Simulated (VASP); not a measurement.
# Br (Im-3m) in VASP: a series of runs

The runs below take Br through single point, relaxation of cell and atoms, with PBE.

All numbers are computed with VASP 6.6.1; they aren't measurements. Logs are shortened: lines on timing, memory, paths and dates and some standing lists are left out, and cuts for length are marked.

## Step 1: The cell of the first run

Symmetry: Im-3m, No. 229, cubic system. Conventional cell: a = 3.762 Å, b = 3.762 Å, c = 3.762 Å, α = 90.00°, β = 90.00°, γ = 90.00°. Br (site symmetry m-3m) has 14 Br at 3.26 to 3.76 Å within 4.3 Å.

## Step 2: Single point, PBE

Contents of INCAR:

```
ALGO     = Normal         # electronic algorithm
EDIFF    = 1E-7           # SCF threshold, eV
ENCUT    = 520            # plane-wave cutoff, eV
GGA      = PE             # functional
ISIF     = 2              # what is computed and relaxed
ISMEAR   = -1             # smearing method
LASPH    = T              # aspherical terms in the spheres
LCHARG   = F              # write CHGCAR
LREAL    = F              # projectors in reciprocal space
LWAVE    = F              # write WAVECAR
NBANDS   = 10             # bands
NELM     = 80             # most SCF steps
PREC     = Accurate       # precision mode
SIGMA    = 0.02           # smearing width, eV
```

Contents of KPOINTS:

```
k-points
0
Gamma
  15 15 15
```

Contents of POSCAR:

```
Br
1.0
    1.8811755450      1.8811755450      1.8811755450
   -1.8811755450      1.8811755450      1.8811755450
   -1.8811755450     -1.8811755450      1.8811755450
Br
1
Direct
    0.0000000000      0.0000000000      0.0000000000
```

Potentials or basis: VASP PAW PBE potentials, release 64 (Br).

Launch:

```
$ cat potpaw_PBE.64/Br/POTCAR > POTCAR
$ mpirun -np 1 vasp_std > vasp.out
```

OUTCAR:

```text
EDIFF = 1E-7
   ENCUT = 520
   GGA = PE
   ISIF = 2
   ISMEAR = -1
   LASPH = T
   LREAL = F
   NELM = 80
   PREC = Accurate

 ion  position               nearest neighbor table
   1  0.000  0.000  0.000-

  LATTYP: Found a body centered cubic cell.
 ALAT       =     3.7623510900

  Lattice vectors:

 A1 = (   1.8811755450,  -1.8811755450,  -1.8811755450)
 A2 = (   1.8811755450,   1.8811755450,   1.8811755450)
 A3 = (  -1.8811755450,  -1.8811755450,   1.8811755450)

Analysis of symmetry for initial positions (statically):
=====================================================================
 Subroutine PRICEL returns:
 Original cell was already a primitive cell.

 Routine SETGRP: Setting up the symmetry group for a
 body centered cubic supercell.

 Subroutine GETGRP returns: Found 48 space group operations
 (whereof 48 operations were pure point group operations)
 out of a pool of 48 trial point group operations.

The static configuration has the point symmetry O_h .

Analysis of symmetry for dynamics (positions and initial velocities):
=====================================================================
 Subroutine PRICEL returns:
 Original cell was already a primitive cell.

 Routine SETGRP: Setting up the symmetry group for a
 body centered cubic supercell.

 Subroutine GETGRP returns: Found 48 space group operations
 (whereof 48 operations were pure point group operations)
 out of a pool of 48 trial point group operations.

The dynamic configuration has the point symmetry O_h .

 Subroutine INISYM returns: Found 48 space group operations
 (whereof 48 operations are pure point group operations),
 and found     1 'primitive' translations

----------------------------------------------------------------------------------------

                                     Primitive cell

  volume of cell :      26.6286

  direct lattice vectors                    reciprocal lattice vectors
     1.881175545  1.881175545  1.881175545     0.265791250  0.000000000  0.265791250
    -1.881175545  1.881175545  1.881175545    -0.265791250  0.265791250  0.000000000
    -1.881175545 -1.881175545  1.881175545     0.000000000 -0.265791250  0.265791250

  length of vectors
     3.258291622  3.258291622  3.258291622     0.375885591  0.375885591  0.375885591

  position of ions in fractional coordinates (direct lattice)
     0.000000000  0.000000000  0.000000000

  ion indices of the primitive-cell ions
   primitive index   ion index
                 1           1

----------------------------------------------------------------------------------------

 KPOINTS: k-points

Automatic generation of k-mesh.
 Grid dimensions read from file:
 generate k-points for:   15   15   15

 Generating k-lattice:

  Cartesian coordinates                     Fractional coordinates (reciprocal lattice)
     0.017719417  0.000000000  0.017719417     0.066666667  0.000000000  0.000000000
    -0.017719417  0.017719417  0.000000000     0.000000000  0.066666667  0.000000000
     0.000000000 -0.017719417  0.017719417     0.000000000  0.000000000  0.066666667

  Length of vectors
     0.025059039  0.025059039  0.025059039

  Shift w.r.t. Gamma in fractional coordinates (k-lattice)
     0.000000000  0.000000000  0.000000000

 Subroutine IBZKPT returns following result:
 ===========================================

 Found    120 irreducible k-points:

 Following reciprocal coordinates:
            Coordinates               Weight
  0.000000  0.000000  0.000000      1.000000
  0.066667  0.000000  0.000000     12.000000
  0.133333  0.000000  0.000000     12.000000
  0.200000  0.000000  0.000000     12.000000
  0.266667  0.000000  0.000000     12.000000
  0.333333  0.000000  0.000000     12.000000
[... 16 lines left out ...]
 -0.466667  0.200000  0.000000     48.000000
 -0.400000  0.200000  0.000000     24.000000
 [... further k-points ...]
   k-points           NKPTS =    120   k-points in BZ     NKDIM =    120   number of bands    NBANDS=     10
   number of dos      NEDOS =    301   number of ions     NIONS =      1
   total plane-waves  NPLWV =  13824
   dimension x,y,z NGX =    24 NGY =   24 NGZ =   24
   dimension x,y,z NGXF=    48 NGYF=   48 NGZF=   48
   ions per type =               1
   NGX,Y,Z   is equivalent  to a cutoff of  12.25, 12.25, 12.25 a.u.
   NGXF,Y,Z  is equivalent  to a cutoff of  24.49, 24.49, 24.49 a.u.
 SYSTEM =  unknown system
   PREC   = accura    normal or accurate (medium, high low for compatibility)
   ISTART =      0    job   : 0-new  1-cont  2-samecut
   ICHARG =      2    charge: 1-file 2-atom 10-const
   ISPIN  =      1    spin polarized calculation?
   LNONCOLLINEAR =      F non collinear calculations
   LSORBIT =      F    spin-orbit coupling
   LASPH  =      T    aspherical Exc in radial PAW
   ENCUT  =  520.0 eV  38.22 Ry    6.18 a.u.   6.06  6.06  6.06*2*pi/ulx,y,z
   NELM   =     80;   NELMIN=  2; NELMDL= -5     # of ELM steps
   EDIFF  = 0.1E-06   stopping-criterion for ELM
   LREAL  =      F    real-space projection
   EDIFFG = 0.1E-05   stopping-criterion for IOM
   NSW    =      0    number of steps for IOM
   IBRION =     -1    ionic relax: 0-MD 1-quasi-New 2-CG
   NFREE  =      0    steps in history (QN), initial steepest desc. (CG)
   ISIF   =      2    stress and relaxation
   ISYM   =      2    0-nonsym 1-usesym 2-fastsym
   POTIM  = 0.5000    time-step for ionic-motion
   TEBEG  =    0.0;   TEEND  =   0.0 temperature during run
   PSTRESS=    0.0 pullay stress
   NELECT =       7.0000    total number of electrons
   NUPDOWN=      -1.0000    fix difference up-down
   EMIN   =  10.00;   EMAX   =-10.00  energy-range for DOS
   EFERMI =   0.00;   METHOD = LEGACY
   ISMEAR =    -1;   SIGMA  =   0.02  broadening in eV -4-tet -1-fermi 0-gaus
   EFERMI_NEDOS =   21; number of points for ismear=-14 and -15
   IALGO  =     38    algorithm
   IMIX   =      4    mixing-type and parameters
     AMIX     =   0.40;   BMIX     =  1.00
     AMIX_MAG =   1.60;   BMIX_MAG =  1.00
  volume/ion in A,a.u.               =      26.63       179.70
  Fermi-wavevector in a.u.,A,eV,Ry     =   1.048717  1.981787 14.963779  1.099807
  Thomas-Fermi vector in A             =   2.183650
   LORBIT       =      0    0 simple, 1 ext, 2 COOP (PROOUT), +10 PAW based schemes
   GGA     = PE    functional components
   LHFCALC =     F    Hartree Fock is set to
   AEXX    =    0.0000 exact exchange contribution
   IVDW    =     0    specifies the selected vdW correction
   LEPSILON=     F    determine dielectric tensor
   LRPA    =     F    only Hartree local field effects (RPA)
 non-spin polarized calculation
  energy-cutoff  :      520.00
  volume of cell :       26.63
 maximum number of plane-waves:       727
   NGX = 13   NGY = 13   NGZ = 13

 number of electron       6.9999998 magnetization

 Free energy of the ion-electron system (eV)
  ---------------------------------------------------
  ext. energy  EPLUGINS =         0.00000000
  ---------------------------------------------------
  free energy    TOTEN  =        -1.01179749 eV

  energy without entropy =       -1.00835298  energy(sigma->0) =       -1.01007524

 E-fermi :   1.5724     XC(G=0):  -9.2572

 val. band max:        1.5692165430   @ k =  -0.4667   0.2000   0.0000
 cond. band min:       1.5730501191   @ k =  -0.4667   0.2667   0.0667
 fundamental gap:      0.0038335762
 Fermi energy:         1.5724189684

 k-point     1 :       0.0000    0.0000    0.0000
  band No.  band energies     occupation
      1     -13.7731      2.00000
      2       2.2801      0.00000
      3       2.2801      0.00000
      4       2.2801      0.00000
      5       9.3699      0.00000
      6      14.2344      0.00000
      7      14.2344      0.00000
      8      14.2344      0.00000
      9      16.8761      0.00000
     10      16.8761      0.00000

 k-point     2 :       0.0667    0.0000    0.0000
  band No.  band energies     occupation
      1     -13.7236      2.00000
      2       1.9521      0.00000
      3       2.1987      0.00000
      4       2.2695      0.00000
      5       9.6856      0.00000
      6      13.9836      0.00000
      7      14.1068      0.00000
      8      14.4828      0.00000
      9      16.3354      0.00000
     10      16.7348      0.00000

 k-point     3 :       0.1333    0.0000    0.0000
  band No.  band energies     occupation
      1     -13.5795      2.00000
      2       1.1377      2.00000
      3       1.9796      0.00000
      4       2.2391      0.00000
      5      10.3622      0.00000
      6      13.4095      0.00000
      7      13.6855      0.00000
      8      15.2017      0.00000
      9      16.0317      0.00000
     10      16.5089      0.00000

 k-point     4 :       0.2000    0.0000    0.0000
  band No.  band energies     occupation
      1     -13.3546      2.00000
      2       0.1182      2.00000
      3       1.6823      0.00819
      4       2.1933      0.00000
      5      10.6999      0.00000
      6      12.7653      0.00000
      7      13.5907      0.00000
      8      16.3282      0.00000
      9      16.3797      0.00000
     10      16.4203      0.00000

 k-point     5 :       0.2667    0.0000    0.0000
  band No.  band energies     occupation
      1     -13.0745      2.00000
      2      -0.9102      2.00000
      3       1.3711      1.99992
      4       2.1394      0.00000
      5      10.3387      0.00000
      6      12.1835      0.00000
      7      14.3162      0.00000
      8      16.5525      0.00000
      9      17.1096      0.00000
     10      17.7903      0.00000

 k-point     6 :       0.3333    0.0000    0.0000
  band No.  band energies     occupation
      1     -12.7796      2.00000
      2      -1.8178      2.00000
      3       1.0979      2.00000
      4       2.0866      0.00000
      5       9.7991      0.00000
      6      11.7212      0.00000
      7      15.3446      0.00000
      8      16.9286      0.00000
      9      17.9566      0.00000
     10      19.5204      0.00000
[... 183 lines left out ...]
 k-point    21 :       0.4000    0.2000    0.0000
  band No.  band energies     occupation
      1     -12.7105      2.00000
      2      -1.6006      2.00000
      3       0.5428      2.00000
      4       1.7232      0.00106
      5      11.0017      0.00000
      6      12.0915      0.00000
      7      14.1109      0.00000
      8      16.0779      0.00000
      9      19.0334      0.00000
     10      20.1121      0.00000

 k-point    22 :       0.4667    0.2000    0.0000
  band No.  band energies     occupation
      1     -12.4720      2.00000
      2      -2.0458      2.00000
      3       0.0364      2.00000
      4       1.6275      0.11944
      5      10.7710      0.00000
      6      12.1632      0.00000
      7      14.6333      0.00000
      8      16.6444      0.00000
      9      19.2210      0.00000
     10      20.8523      0.00000

 k-point    23 :      -0.4667    0.2000    0.0000
  band No.  band energies     occupation
      1     -12.2986      2.00000
      2      -2.3453      2.00000
      3      -0.3056      2.00000
      4       1.5692      1.07989
      5      10.5631      0.00000
      6      12.2760      0.00000
      7      15.0134      0.00000
      8      16.9981      0.00000
      9      19.4083      0.00000
     10      21.7132      0.00000

 k-point    24 :      -0.4000    0.2000    0.0000
  band No.  band energies     occupation
      1     -12.2348      2.00000
      2      -2.4521      2.00000
      3      -0.4247      2.00000
      4       1.5493      1.52083
      5      10.4861      0.00000
      6      12.3237      0.00000
      7      15.1952      0.00000
      8      16.9196      0.00000
      9      19.8356      0.00000
     10      22.2909      0.00000

 [... further k-points ...]

------------------------ aborting loop because EDIFF is reached ----------------------------------------

  FORCE on cell =-STRESS in cart. coord.  units (eV):
  Direction    XX          YY          ZZ          XY          YZ          ZX
  --------------------------------------------------------------------------------------
  -------------------------------------------------------------------------------------
  Total        0.0022890      0.0022890      0.0022890      0.0000000      0.0000000      0.0000000
  in kB        0.1377235      0.1377235      0.1377235      0.0000000      0.0000000      0.0000000
  external PRESSURE =       0.1377235 kB  Pullay stress =       0.0000000 kB

 VOLUME and BASIS-vectors are now :
 -----------------------------------------------------------------------------
  energy-cutoff  :      520.00
  volume of cell :       26.63
      direct lattice vectors                 reciprocal lattice vectors
     1.881175545  1.881175545  1.881175545     0.265791250  0.000000000  0.265791250
    -1.881175545  1.881175545  1.881175545    -0.265791250  0.265791250  0.000000000
    -1.881175545 -1.881175545  1.881175545     0.000000000 -0.265791250  0.265791250

 POSITION                                       TOTAL-FORCE (eV/Angst)
 -----------------------------------------------------------------------------------
      0.00000      0.00000      0.00000         0.000000      0.000000      0.000000
 -----------------------------------------------------------------------------------
    total drift:                               -0.000000     -0.000000      0.000000

  FREE ENERGIE OF THE ION-ELECTRON SYSTEM (eV)
  ---------------------------------------------------
  free  energy   TOTEN  =        -1.0117974906 eV

  energy  without entropy=       -1.0083529820  energy(sigma->0) =       -1.01007524
```

Run time: 14 s. Hardware: 1 thread of Intel Xeon 8259CL, shared host; peak memory 0.15 GiB.

Results:

```yaml
Free_energy: -1.0118 eV
Pressure: 0.0 GPa
Band_gap_on_the_k_mesh: zero (an odd number of electrons rules out a gap without spin polarisation)
```

Levels at points of the mesh, in eV from the Fermi level:
```tsv
k point	band 1	band 2	band 3	band 4	band 5	band 6	band 7	band 8
(0.00, 0.00, 0.00)	-15.35	0.71	0.71	0.71	7.80	12.66	12.66	12.66
```

Caveat: an odd number of electrons without spin polarisation forces a metal; a magnetic or distorted state may lie lower.

## Step 3: Relaxation of cell and atoms, PBE

This run uses another cell than the first one, of 26.16 Å³/atom.

Contents of INCAR:

```
PREC     = Accurate       # precision mode
ENCUT    = 600            # plane-wave cutoff, eV
EDIFF    = 1E-6           # SCF threshold, eV
ISMEAR   = -1             # smearing method
SIGMA    = 0.02           # smearing width, eV
LREAL    = F              # projectors in reciprocal space
LASPH    = T              # aspherical terms in the spheres
NELM     = 100            # most SCF steps
ALGO     = Normal         # electronic algorithm
ISIF     = 3              # what is computed and relaxed
LWAVE    = F              # write WAVECAR
LCHARG   = F              # write CHGCAR
GGA      = PE             # functional
IBRION   = 2              # ionic algorithm
NSW      = 80             # ionic steps
EDIFFG   = -0.01          # ionic threshold
```

Contents of KPOINTS:

```
regular mesh
0
Gamma
  15 15 15
```

Contents of POSCAR:

```
Br
1.0
    1.8700000000      1.8700000000      1.8700000000
   -1.8700000000      1.8700000000      1.8700000000
   -1.8700000000     -1.8700000000      1.8700000000
Br
1
Direct
    0.0000000000      0.0000000000      0.0000000000
```

Potentials or basis: VASP PAW PBE potentials, release 64 (Br).

Launch:

```
$ cat potpaw_PBE.64/Br/POTCAR > POTCAR
$ mpirun -np 1 vasp_std > vasp.out
```

It took 43 s on 1 thread of Intel Xeon 8259CL, shared host; peak memory 0.18 GiB.

Results (log left out):

```yaml
Free_energy: -1.0118 eV
Relaxed_volume: 26.64 Å³/atom
Relaxed_cell: a = 3.259 Å, b = 3.259 Å, c = 3.259 Å, α = 70.53°, β = 109.47°, γ = 70.53°
Space_group_after_relaxing_to_0.1_Å: Im-3m (No. 229)
Energy_gained_by_relaxing: 0.8 meV/atom
Ionic_steps: 3
Pressure_after_relaxing: 0.0 GPa
Band_gap_on_the_k_mesh: zero (an odd number of electrons rules out a gap without spin polarisation)
```

Step by step:
```tsv
step	energy change (eV)	largest force (eV/Å)	pressure (GPa)	volume (Å³)
1	0.0000	0.0000	0.55	26.16
2	-0.0007	0.0000	0.15	26.50
3	-0.0008	0.0000	0.04	26.64
```

Final structure:
```yaml
crystal:
  lattice:
    - [1.88144, 1.88144, 1.88144]
    - [-1.88144, 1.88144, 1.88144]
    - [-1.88144, -1.88144, 1.88144]
  atoms:
    - { symbol: Br, position: [0.00000, 0.00000, 0.00000] }
```

Levels at points of the mesh, in eV from the Fermi level:
```
           k point  band 1  band 2  band 3  band 4  band 5  band 6  band 7
(0.00, 0.00, 0.00)  -15.34    0.71    0.71    0.71    7.80   12.66   12.66
```

Caveat: an odd number of electrons without spin polarisation forces a metal; a magnetic or distorted state may lie lower.
